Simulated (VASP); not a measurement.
The system is Si.

```xyz
1
Lattice="-1.5107 1.5107 2.2983 1.5107 -1.5107 2.2983 1.5107 1.5107 -2.2983" Properties=species:S:1:pos:R:3 pbc="T T T"
Si    0.0000    0.0000    0.0000
```

```yaml
Program: VASP 6.6.1
Task: relaxation of cell and atoms
Functional: r2SCAN
Potentials_or_basis: VASP PAW PBE potentials, release 64 (Si)
Cutoff: 600 eV
k_mesh: 8 × 8 × 8
Occupations: gaussian, width 0.1 eV
Spin: no spin polarisation
```

At the start: pressure -14.2 GPa; volume 20.98 Å³/atom.

**Question.** Where does the relaxation end?

**Answer.** Over 7 steps the energy falls by 444.5 meV/atom and the volume is 13.89 Å³/atom (-33.8 %); space group I4/mmm (No. 139, to 0.1 Å) before and after.

Step by step:
```tsv
step	energy change (eV)	largest force (eV/Å)	pressure (GPa)	volume (Å³)
1	0.0000	0.0000	-14.25	20.98
2	-0.3874	0.0000	-7.92	15.81
3	-0.4420	0.0000	-1.55	14.13
4	-0.4431	0.0000	0.36	13.80
5	-0.4431	0.0000	-0.42	13.93
6	-0.4444	0.0000	0.72	13.88
7	-0.4445	0.0000	0.35	13.89
```

Final structure:
```yaml
crystal:
  lattice:
    - [-1.31654, 1.31654, 2.00393]
    - [1.31654, -1.31654, 2.00393]
    - [1.31654, 1.31654, -2.00393]
  atoms:
    - { symbol: Si, position: [0.00000, 0.00000, 0.00000] }
```

Caveat: the volume moved by over 15 % at a fixed basis, so the end points are rough; the PAW data sets were made with another functional, which shifts forces and pressure a little.
